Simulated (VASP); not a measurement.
# W3O (P4_2/mmc) in VASP: further runs

W3O is run at these levels: PBEsol; tasks: single point.

Program: VASP 6.6.1. These are calculated values, not measurements. Logs are shortened: lines on timing, memory, paths and dates and some standing lists are left out, and cuts for length are marked.

## (1) The cell of the first run

The structure is tetragonal, space group P4_2/mmc (No. 131). The conventional cell has a = 4.904 Å, b = 4.904 Å, c = 4.686 Å, α = 90.00°, β = 90.00°, γ = 90.00°. Within 3.2 Å of W (site symmetry m2m) lie 10 W at 2.45 to 2.98 Å and 4 O at 2.64 to 2.74 Å. W (site symmetry -4m2) has 10 W at 2.34 to 2.98 Å and 4 O at 2.72 Å within 3.1 Å. O (site symmetry mmm) has 12 W at 2.64 to 2.74 Å within 3.5 Å.

## (2) Single point, PBEsol (strain +0.015 along x and y, -0.030 along z)

INCAR reads:

```
ALGO = Normal
EDIFF = 1E-7
ENCUT = 520
GGA = PS
ISIF = 2
ISMEAR = 0
LASPH = T
LCHARG = T
LELF = T
LREAL = F
LVHAR = T
LWAVE = F
NBANDS = 58
NELM = 80
PREC = Accurate
SIGMA = 0.15
```

KPOINTS reads:

```
k-points
0
Gamma
  8 8 8
```

POSCAR reads:

```
W3O
1.0
    4.9038199110      0.0000000000      0.0000000000
    0.0000000000      4.9038199110      0.0000000000
    0.0000000000      0.0000000000      4.6864091760
W O
6 2
Direct
    0.5000000000      0.7500000000      0.0000000000
    0.0000000000      0.5000000000      0.7500000000
    0.2500000000      0.0000000000      0.5000000000
    0.5000000000      0.2500000000      0.0000000000
    0.0000000000      0.5000000000      0.2500000000
    0.7500000000      0.0000000000      0.5000000000
    0.5000000000      0.5000000000      0.5000000000
    0.0000000000      0.0000000000      0.0000000000
```

Potentials or basis: VASP PAW PBE potentials, release 64 (W_sv, O).

The run is started by

```console
cat potpaw_PBE.64/W_sv/POTCAR potpaw_PBE.64/O/POTCAR > POTCAR
mpirun -np 1 vasp_std > vasp.out
```

OUTCAR:

```text
EDIFF = 1E-7
   ENCUT = 520
   GGA = PS
   ISIF = 2
   ISMEAR = 0
   LASPH = T
   LREAL = F
   NELM = 80
   PREC = Accurate

 ion  position               nearest neighbor table
   1  0.500  0.750  0.000-   4 2.45   4 2.45   7 2.64   7 2.64   3 2.91   6 2.91   6 2.91   3 2.91
                             2 2.98   5 2.98   2 2.98   5 2.98
   2  0.000  0.500  0.750-   5 2.34   5 2.34   8 2.72   7 2.72   8 2.72   7 2.72   4 2.98   1 2.98
                             3 2.98   6 2.98   6 2.98   1 2.98   4 2.98   3 2.98
   3  0.250  0.000  0.500-   6 2.45   6 2.45   8 2.64   8 2.64   1 2.91   4 2.91   1 2.91   4 2.91
                             2 2.98   2 2.98   5 2.98   5 2.98
   4  0.500  0.250  0.000-   1 2.45   1 2.45   7 2.64   7 2.64   3 2.91   6 2.91   6 2.91   3 2.91
                             2 2.98   5 2.98   2 2.98   5 2.98
   5  0.000  0.500  0.250-   2 2.34   2 2.34   8 2.72   7 2.72   8 2.72   7 2.72   3 2.98   4 2.98
                             3 2.98   6 2.98   6 2.98   1 2.98   4 2.98   1 2.98
   6  0.750  0.000  0.500-   3 2.45   3 2.45   8 2.64   8 2.64   1 2.91   4 2.91   4 2.91   1 2.91
                             5 2.98   2 2.98   5 2.98   2 2.98
   7  0.500  0.500  0.500-   1 2.64   4 2.64   1 2.64   4 2.64   2 2.72   5 2.72   2 2.72   5 2.72

   8  0.000  0.000  0.000-   3 2.64   6 2.64   3 2.64   6 2.64   5 2.72   2 2.72   2 2.72   5 2.72

  LATTYP: Found a simple tetragonal cell.
 ALAT       =     4.9038199110
 C/A-ratio  =     0.9556650246

  Lattice vectors:

 A1 = (   4.9038199110,   0.0000000000,   0.0000000000)
 A2 = (   0.0000000000,   4.9038199110,   0.0000000000)
 A3 = (   0.0000000000,   0.0000000000,   4.6864091760)

Analysis of symmetry for initial positions (statically):
=====================================================================
 Subroutine PRICEL returns:
 Original cell was already a primitive cell.

 Routine SETGRP: Setting up the symmetry group for a
 simple tetragonal supercell.

 Subroutine GETGRP returns: Found 16 space group operations
 (whereof  8 operations were pure point group operations)
 out of a pool of 16 trial point group operations.

The static configuration has the point symmetry D_2h.
 The point group associated with its full space group is D_4h.

Analysis of symmetry for dynamics (positions and initial velocities):
=====================================================================
 Subroutine PRICEL returns:
 Original cell was already a primitive cell.

 Routine SETGRP: Setting up the symmetry group for a
 simple tetragonal supercell.

 Subroutine GETGRP returns: Found 16 space group operations
 (whereof  8 operations were pure point group operations)
 out of a pool of 16 trial point group operations.

The dynamic configuration has the point symmetry D_2h.
 The point group associated with its full space group is D_4h.

 Subroutine INISYM returns: Found 16 space group operations
 (whereof  8 operations are pure point group operations),
 and found     1 'primitive' translations

----------------------------------------------------------------------------------------

                                     Primitive cell

  volume of cell :     112.6962

  direct lattice vectors                    reciprocal lattice vectors
     4.903819911  0.000000000  0.000000000     0.203922660  0.000000000  0.000000000
     0.000000000  4.903819911  0.000000000     0.000000000  0.203922660  0.000000000
     0.000000000  0.000000000  4.686409176     0.000000000  0.000000000  0.213382990

  length of vectors
     4.903819911  4.903819911  4.686409176     0.203922660  0.203922660  0.213382990

  position of ions in fractional coordinates (direct lattice)
     0.500000000  0.750000000  0.000000000
     0.000000000  0.500000000  0.750000000
     0.250000000  0.000000000  0.500000000
     0.500000000  0.250000000  0.000000000
     0.000000000  0.500000000  0.250000000
     0.750000000  0.000000000  0.500000000
     0.500000000  0.500000000  0.500000000
     0.000000000  0.000000000  0.000000000

  ion indices of the primitive-cell ions
   primitive index   ion index
                 1           1
                 2           2
                 3           3
                 4           4
                 5           5
                 6           6
                 7           7
                 8           8

----------------------------------------------------------------------------------------

 KPOINTS: k-points

Automatic generation of k-mesh.
 Grid dimensions read from file:
 generate k-points for:    8    8    8

 Generating k-lattice:

  Cartesian coordinates                     Fractional coordinates (reciprocal lattice)
     0.025490332  0.000000000  0.000000000     0.125000000  0.000000000  0.000000000
     0.000000000  0.025490332  0.000000000     0.000000000  0.125000000  0.000000000
     0.000000000  0.000000000  0.026672874     0.000000000  0.000000000  0.125000000

  Length of vectors
     0.025490332  0.025490332  0.026672874

  Shift w.r.t. Gamma in fractional coordinates (k-lattice)
     0.000000000  0.000000000  0.000000000

 Subroutine IBZKPT returns following result:
 ===========================================

 Found     75 irreducible k-points:

 Following reciprocal coordinates:
            Coordinates               Weight
  0.000000  0.000000  0.000000      1.000000
  0.125000  0.000000  0.000000      4.000000
  0.250000  0.000000  0.000000      4.000000
  0.375000  0.000000  0.000000      4.000000
  0.500000  0.000000  0.000000      2.000000
  0.125000  0.125000  0.000000      4.000000
[... 16 lines left out ...]
  0.375000  0.125000  0.125000     16.000000
  0.500000  0.125000  0.125000      8.000000
 [... further k-points ...]
   k-points           NKPTS =     75   k-points in BZ     NKDIM =     75   number of bands    NBANDS=     58
   number of dos      NEDOS =    301   number of ions     NIONS =      8
   total plane-waves  NPLWV =  46656
   dimension x,y,z NGX =    36 NGY =   36 NGZ =   36
   dimension x,y,z NGXF=    72 NGYF=   72 NGZF=   72
   ions per type =               6   2
   NGX,Y,Z   is equivalent  to a cutoff of  12.20, 12.20, 12.77 a.u.
   NGXF,Y,Z  is equivalent  to a cutoff of  24.41, 24.41, 25.54 a.u.
 SYSTEM =  unknown system
   PREC   = accura    normal or accurate (medium, high low for compatibility)
   ISTART =      0    job   : 0-new  1-cont  2-samecut
   ICHARG =      2    charge: 1-file 2-atom 10-const
   ISPIN  =      1    spin polarized calculation?
   LNONCOLLINEAR =      F non collinear calculations
   LSORBIT =      F    spin-orbit coupling
   LASPH  =      T    aspherical Exc in radial PAW
   ENCUT  =  520.0 eV  38.22 Ry    6.18 a.u.   9.12  9.12  8.71*2*pi/ulx,y,z
   NELM   =     80;   NELMIN=  2; NELMDL= -5     # of ELM steps
   EDIFF  = 0.1E-06   stopping-criterion for ELM
   LREAL  =      F    real-space projection
   EDIFFG = 0.1E-05   stopping-criterion for IOM
   NSW    =      0    number of steps for IOM
   IBRION =     -1    ionic relax: 0-MD 1-quasi-New 2-CG
   NFREE  =      0    steps in history (QN), initial steepest desc. (CG)
   ISIF   =      2    stress and relaxation
   ISYM   =      2    0-nonsym 1-usesym 2-fastsym
   POTIM  = 0.5000    time-step for ionic-motion
   TEBEG  =    0.0;   TEEND  =   0.0 temperature during run
   PSTRESS=    0.0 pullay stress
   NELECT =      96.0000    total number of electrons
   NUPDOWN=      -1.0000    fix difference up-down
   EMIN   =  10.00;   EMAX   =-10.00  energy-range for DOS
   EFERMI =   0.00;   METHOD = LEGACY
   ISMEAR =     0;   SIGMA  =   0.15  broadening in eV -4-tet -1-fermi 0-gaus
   EFERMI_NEDOS =   21; number of points for ismear=-14 and -15
   IALGO  =     38    algorithm
   IMIX   =      4    mixing-type and parameters
     AMIX     =   0.40;   BMIX     =  1.00
     AMIX_MAG =   1.60;   BMIX_MAG =  1.00
  volume/ion in A,a.u.               =      14.09        95.06
  Fermi-wavevector in a.u.,A,eV,Ry     =   1.551894  2.932655 32.767948  2.408376
  Thomas-Fermi vector in A             =   2.656348
   LORBIT       =      0    0 simple, 1 ext, 2 COOP (PROOUT), +10 PAW based schemes
   GGA     = PS    functional components
   LHFCALC =     F    Hartree Fock is set to
   AEXX    =    0.0000 exact exchange contribution
   IVDW    =     0    specifies the selected vdW correction
   LEPSILON=     F    determine dielectric tensor
   LRPA    =     F    only Hartree local field effects (RPA)
 non-spin polarized calculation
 Gauss-broadening in eV      SIGMA  =   0.15
  energy-cutoff  :      520.00
  volume of cell :      112.70
 maximum number of plane-waves:      3069
   NGX = 19   NGY = 19   NGZ = 17

 number of electron      96.0000031 magnetization

 Free energy of the ion-electron system (eV)
  ---------------------------------------------------
  ext. energy  EPLUGINS =         0.00000000
  ---------------------------------------------------
  free energy    TOTEN  =       -86.49077250 eV

  energy without entropy =      -86.40914396  energy(sigma->0) =      -86.44995823

 E-fermi :  10.0820     XC(G=0): -13.4064

 val. band max:       10.0763968480   @ k =   0.1250   0.0000   0.0000
 cond. band min:      10.0869906980   @ k =   0.2500   0.1250   0.1250
 fundamental gap:      0.0105938499
 Fermi energy:        10.0820155856

 k-point     1 :       0.0000    0.0000    0.0000
  band No.  band energies     occupation
      1     -64.1154      2.00000
      2     -64.0489      2.00000
      3     -64.0108      2.00000
      4     -63.8187      2.00000
      5     -63.8187      2.00000
      6     -63.7415      2.00000
[... 50 lines left out ...]
     57      13.7874      0.00000
     58      13.9341      0.00000

 k-point     2 :       0.1250    0.0000    0.0000
  band No.  band energies     occupation
      1     -64.1133      2.00000
      2     -64.0469      2.00000
      3     -64.0068      2.00000
      4     -63.8269      2.00000
      5     -63.8187      2.00000
      6     -63.7415      2.00000
[... 1337 lines left out ...]
      2     -64.0350      2.00000
      3     -63.9273      2.00000
      4     -63.9232      2.00000
      5     -63.8269      2.00000
      6     -63.7554      2.00000
[... 50 lines left out ...]
     57      12.6921      0.00000
     58      12.8832      0.00000

 [... further k-points ...]

------------------------ aborting loop because EDIFF is reached ----------------------------------------

  FORCE on cell =-STRESS in cart. coord.  units (eV):
  Direction    XX          YY          ZZ          XY          YZ          ZX
  --------------------------------------------------------------------------------------
  -------------------------------------------------------------------------------------
  Total       -0.4834919     -0.4834919      3.9825137     -0.0000000      0.0000000      0.0000000
  in kB       -6.8737000     -6.8737000     56.6185356     -0.0000000      0.0000000      0.0000000
  external PRESSURE =      14.2903785 kB  Pullay stress =       0.0000000 kB

 VOLUME and BASIS-vectors are now :
 -----------------------------------------------------------------------------
  energy-cutoff  :      520.00
  volume of cell :      112.70
      direct lattice vectors                 reciprocal lattice vectors
     4.903819911  0.000000000  0.000000000     0.203922660  0.000000000  0.000000000
     0.000000000  4.903819911  0.000000000     0.000000000  0.203922660  0.000000000
     0.000000000  0.000000000  4.686409176     0.000000000  0.000000000  0.213382990

 POSITION                                       TOTAL-FORCE (eV/Angst)
 -----------------------------------------------------------------------------------
      2.45191      3.67786      0.00000        -0.000000      0.355382     -0.000000
      0.00000      2.45191      3.51481        -0.000000     -0.000000     -0.000000
      1.22595      0.00000      2.34320         0.355382      0.000000      0.000000
      2.45191      1.22595      0.00000        -0.000000     -0.355382      0.000000
      0.00000      2.45191      1.17160        -0.000000     -0.000000      0.000000
      3.67786      0.00000      2.34320        -0.355382      0.000000      0.000000
      2.45191      2.45191      2.34320        -0.000000      0.000000      0.000000
      0.00000      0.00000      0.00000        -0.000000      0.000000      0.000000
 -----------------------------------------------------------------------------------
    total drift:                                0.000000      0.000000     -0.000000

  FREE ENERGIE OF THE ION-ELECTRON SYSTEM (eV)
  ---------------------------------------------------
  free  energy   TOTEN  =       -86.4907724997 eV

  energy  without entropy=      -86.4091439618  energy(sigma->0) =      -86.44995823
```

Wall time 14 min (1 thread of Intel Xeon 8259CL, shared host); peak memory 0.45 GiB.

Results:

```yaml
Free_energy: -86.4908 eV
Pressure: 1.4 GPa
Largest_force: 0.355 eV/Å
Band_gap_on_the_k_mesh: zero (bands 48 and 49 overlap by 0.81 eV)
```

Forces in eV/Å, atoms in the order of the input:
```
W    0.000  0.355  0.000
W    0.000  0.000  0.000
W    0.355  0.000  0.000
W    0.000 -0.355  0.000
W    0.000  0.000  0.000
W   -0.355  0.000  0.000
O    0.000  0.000  0.000
O    0.000  0.000  0.000
```

Stress tensor (GPa, compression positive):
```
-0.69  0.00  0.00
 0.00 -0.69  0.00
 0.00  0.00  5.66
```

Caveat: the cell differs from its parent crystal (strain +0.015 along x and y, -0.030 along z); the PAW data sets were made with another functional, which shifts forces and pressure a little; spin-orbit coupling is left out, which moves the levels of the heavy elements.

## (3) Single point, PBEsol (strain +0.015 along x and y, -0.015 along z)

INCAR reads:

```
SYSTEM = W3O
PREC = Accurate
ENCUT = 520
EDIFF = 1E-7
ISMEAR = 0
SIGMA = 0.15
LREAL = .False.
LASPH = .True.
NELM = 60
ALGO = Normal
ISIF = 2
LWAVE = .False.
LCHARG = .True.
GGA = PS
LELF = .True.
LVHAR = .True.
NBANDS = 58
```

KPOINTS reads:

```
regular mesh
0
Gamma
  8 8 8
  0 0 0
```

Changes to POSCAR since step 2:

```diff
@@ -4,3 +4,3 @@
     0.0000000000      4.9038199110      0.0000000000
-    0.0000000000      0.0000000000      4.6864091760
+    0.0000000000      0.0000000000      4.7588794210
 W O
```

Potentials or basis: VASP PAW PBE potentials, release 64 (W_sv, O).

The run is started by

```console
cat potpaw_PBE.64/W_sv/POTCAR potpaw_PBE.64/O/POTCAR > POTCAR
mpirun -np 1 vasp_std > vasp.out
```

Wall time 8.7 min (1 thread of Intel Xeon 8259CL, shared host); peak memory 0.45 GiB.

Results (log left out):

```yaml
Free_energy: -86.5224 eV
Pressure: -2.7 GPa
Largest_force: 0.247 eV/Å
Band_gap_on_the_k_mesh: zero (bands 48 and 49 overlap by 0.82 eV)
```

Forces on the atoms (eV/Å):
```
W    0.000  0.247  0.000
W    0.000  0.000  0.000
W    0.247  0.000  0.000
W    0.000 -0.247  0.000
W    0.000  0.000  0.000
W   -0.247  0.000  0.000
O    0.000  0.000  0.000
O    0.000  0.000  0.000
```

Stress tensor (GPa, compression positive):
```
-4.00  0.00  0.00
 0.00 -4.00  0.00
 0.00  0.00 -0.11
```

Levels at points of the mesh, in eV from the Fermi level:
```
           k point  band 44  band 45  band 46  band 47  band 48  band 49  band 50  band 51  band 52  band 53
(0.00, 0.00, 0.00)    -1.43    -1.32    -0.71     0.00     0.00     0.44     1.34     1.34     1.49     2.31
(0.50, 0.00, 0.00)    -2.05    -0.99    -0.93     0.38     0.39     0.53     0.65     0.94     1.35     1.99
(0.50, 0.50, 0.00)    -0.92    -0.92    -0.48    -0.48    -0.26    -0.26    -0.20     0.03     0.13     0.93
(0.00, 0.00, 0.50)    -2.15    -0.75    -0.75     0.35     0.35     0.47     0.47     0.95     0.95     1.96
(0.50, 0.00, 0.50)    -0.92    -0.82    -0.38    -0.35    -0.30    -0.16    -0.11     0.00     0.18     0.94
(0.50, 0.50, 0.50)    -1.31    -1.06    -1.06    -0.96    -0.96    -0.20    -0.20     0.55     0.55     0.68
```

Caveat: the cell differs from its parent crystal (strain +0.015 along x and y, -0.015 along z); the PAW data sets were made with another functional, which shifts forces and pressure a little; spin-orbit coupling is left out, which moves the levels of the heavy elements.

## (4) Single point, PBEsol (strain +0.000 along x and y, +0.015 along z)

INCAR reads:

```
SYSTEM = W3O
PREC     = Accurate       ! precision mode
ENCUT    = 520            ! plane-wave cutoff, eV
EDIFF    = 1E-6           ! SCF threshold, eV
ISMEAR   = 0              ! smearing method
SIGMA    = 0.15           ! smearing width, eV
LREAL    = .FALSE.        ! projectors in reciprocal space
LASPH    = .TRUE.         ! aspherical terms in the spheres
NELM     = 80             ! most SCF steps
ALGO     = Normal         ! electronic algorithm
ISIF     = 2              ! what is computed and relaxed
LWAVE    = .FALSE.        ! write WAVECAR
LCHARG   = .FALSE.        ! write CHGCAR
GGA      = PS             ! functional
NBANDS   = 58             ! bands
```

KPOINTS reads:

```
regular mesh
0
G
  8 8 8
  0 0 0
```

Changes to POSCAR since step 3:

```diff
@@ -2,5 +2,5 @@
 1.0
-    4.9038199110      0.0000000000      0.0000000000
-    0.0000000000      4.9038199110      0.0000000000
-    0.0000000000      0.0000000000      4.7588794210
+    4.8313496660      0.0000000000      0.0000000000
+    0.0000000000      4.8313496660      0.0000000000
+    0.0000000000      0.0000000000      4.9038199110
 W O
```

The run is started by

```console
cat potpaw_PBE.64/W_sv/POTCAR potpaw_PBE.64/O/POTCAR > POTCAR
mpirun -np 1 vasp_std > vasp.out
```

It took 2.7 min on 1 thread of Intel Xeon 6975P-C (Granite Rapids), shared host; peak memory 0.45 GiB.

The run converged. Its results:

| Quantity | Value |
| --- | --- |
| Free energy | -86.5429 eV |
| Pressure | -2.9 GPa |
| Largest force | 0.139 eV/Å |
| Band gap on the k mesh | zero (bands 48 and 49 overlap by 0.90 eV) |

Forces on the atoms (eV/Å):
```
W    0.000 -0.139  0.000
W    0.000  0.000  0.000
W   -0.139  0.000  0.000
W    0.000  0.139  0.000
W    0.000  0.000  0.000
W    0.139  0.000  0.000
O    0.000  0.000  0.000
O    0.000  0.000  0.000
```

Stress tensor (GPa, compression positive):
```
-2.45  0.00  0.00
 0.00 -2.45  0.00
 0.00  0.00 -3.74
```

Levels at points of the mesh, in eV from the Fermi level:
| k point | band 44 | band 45 | band 46 | band 47 | band 48 | band 49 | band 50 | band 51 | band 52 | band 53 |
| --- | --- | --- | --- | --- | --- | --- | --- | --- | --- | --- |
| (0.00, 0.00, 0.00) | -1.42 | -1.35 | -0.72 | -0.01 | 0.21 | 0.21 | 1.34 | 1.40 | 1.40 | 2.29 |
| (0.50, 0.00, 0.00) | -2.11 | -0.88 | -0.85 | 0.36 | 0.42 | 0.48 | 0.49 | 0.94 | 1.14 | 1.97 |
| (0.50, 0.50, 0.00) | -0.87 | -0.87 | -0.36 | -0.30 | -0.30 | -0.16 | -0.12 | -0.12 | 0.16 | 0.93 |
| (0.00, 0.00, 0.50) | -2.15 | -0.97 | -0.97 | 0.45 | 0.45 | 0.50 | 0.50 | 1.13 | 1.13 | 2.04 |
| (0.50, 0.00, 0.50) | -0.92 | -0.88 | -0.42 | -0.38 | -0.28 | -0.20 | -0.16 | -0.07 | 0.14 | 0.91 |
| (0.50, 0.50, 0.50) | -1.42 | -1.04 | -1.04 | -0.98 | -0.98 | -0.23 | -0.23 | 0.60 | 0.60 | 0.63 |

Caveat: the cell differs from its parent crystal (strain +0.000 along x and y, +0.015 along z); the PAW data sets were made with another functional, which shifts forces and pressure a little; spin-orbit coupling is left out, which moves the levels of the heavy elements.

## (5) Summary

| cell | gap on the mesh (eV) | pressure (GPa) | largest force (eV/Å) |
| --- | --- | --- | --- |
| a = 4.904, b = 4.904, c = 4.686 Å, 8 atoms | none | 1.4 | 0.36 |
| a = 4.904, b = 4.904, c = 4.759 Å, 8 atoms | none | -2.7 | 0.25 |
| a = 4.831, b = 4.831, c = 4.904 Å, 8 atoms | none | -2.9 | 0.14 |

Alike in all rows: task single point; level PBEsol; potentials or basis VASP PAW PBE potentials, release 64 (W_sv, O); no spin polarisation; k mesh 8 × 8 × 8; cutoff (eV) 520; smearing gaussian 0.15 eV.

Caveats: the PAW data sets were made with another functional, which shifts forces and pressure a little; spin-orbit coupling is left out, which moves the levels of the heavy elements.

Absolute energies hang on the potentials; compare differences alone.
